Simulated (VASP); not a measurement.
A run of VASP 6.6.1:

The input INCAR:

```
SYSTEM = Hf2TaN4
ALGO = Normal
EDIFF = 1E-6
EDIFFG = -0.08
ENCUT = 600
GGA = PE
IBRION = 2
ISIF = 3
ISMEAR = 0
LASPH = .True.
LCHARG = .False.
LREAL = .False.
LWAVE = .False.
NELM = 80
NSW = 36
PREC = Accurate
SIGMA = 0.15
```

The input KPOINTS:

```
k-points
0
Gamma
  3 3 3
  0 0 0
```

POSCAR

```
Hf2TaN4
1.0
    0.0000000000      4.5200000000      4.5200000000
    4.5200000000      0.0000000000      4.5200000000
    4.5200000000      4.5200000000      0.0000000000
Hf Ta N
4 2 8
Direct
    0.1250000000      0.6250000000      0.1250000000
    0.6250000000      0.1250000000      0.1250000000
    0.1250000000      0.1250000000      0.6250000000
    0.1250000000      0.1250000000      0.1250000000
    0.5000000000      0.5000000000      0.5000000000
    0.7500000000      0.7500000000      0.7500000000
    0.9050000000      0.3650000000      0.3650000000
    0.3650000000      0.9050000000      0.3650000000
    0.3650000000      0.3650000000      0.9050000000
    0.3650000000      0.3650000000      0.3650000000
    0.8850000000      0.3450000000      0.8850000000
    0.3450000000      0.8850000000      0.8850000000
    0.8850000000      0.8850000000      0.3450000000
    0.8850000000      0.8850000000      0.8850000000
```

Potentials or basis: VASP PAW PBE potentials, release 64 (Hf_pv, Ta_pv, N).

Run with:

```bash
$ cat potpaw_PBE.64/Hf_pv/POTCAR potpaw_PBE.64/Ta_pv/POTCAR potpaw_PBE.64/N/POTCAR > POTCAR
$ mpirun -np 1 vasp_std > vasp.out
```

Hardware: 1 thread of Intel(R) Xeon(R) 6975P-C (Granite Rapids), with other jobs on the host.

Estimate the wall time of this run.

Wall time 3.7 min on 1 thread of Intel(R) Xeon(R) 6975P-C (Granite Rapids), with other jobs on the host, peak memory 0.44 GiB. Counts: scf iterations 60, k points 4, ion steps 6.
